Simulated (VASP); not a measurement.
A run of VASP 6.6.1 is set up as follows.

The input INCAR:

```
SYSTEM = KF
PREC     = Accurate       ! precision mode
ENCUT    = 600            ! plane-wave cutoff, eV
EDIFF    = 1E-6           ! SCF threshold, eV
ISMEAR   = 0              ! smearing method
SIGMA    = 0.1            ! smearing width, eV
LREAL    = .FALSE.        ! projectors in reciprocal space
LASPH    = .TRUE.         ! aspherical terms in the spheres
NELM     = 120            ! most SCF steps
ALGO     = Normal         ! electronic algorithm
ISIF     = 2              ! what is computed and relaxed
LWAVE    = .FALSE.        ! write WAVECAR
LCHARG   = .TRUE.         ! write CHGCAR
GGA      = PS             ! functional
LELF     = .TRUE.         ! ELF
LVHAR    = .TRUE.       
NBANDS   = 15             ! bands
GGA_COMPAT= .FALSE.
```

Contents of KPOINTS:

```
regular mesh
0
G
  8 8 8
  0 0 0
```

Contents of POSCAR:

```
KF
1.0
    3.2589550000      0.0000000000      0.0000000000
    0.0000000000      3.2589550000      0.0000000000
    0.0000000000      0.0000000000      3.2589550000
K F
1 1
Direct
    0.0000000000      0.0000000000      0.0000000000
    0.5000000000      0.5000000000      0.5000000000
```

Potentials or basis: VASP PAW PBE potentials, release 64 (K_sv, F).

Run with:

```sh
$ cat potpaw_PBE.64/K_sv/POTCAR potpaw_PBE.64/F/POTCAR > POTCAR
$ mpirun -np 1 vasp_std > vasp.out
```

Estimate the pressure.

-2.5 GPa.

Predict the band gap on the k mesh.

6.10 eV, indirect (least direct gap 6.15 eV).

Caveat: the PAW data sets were made with another functional, which shifts forces and pressure a little. A k mesh can miss the band edges.
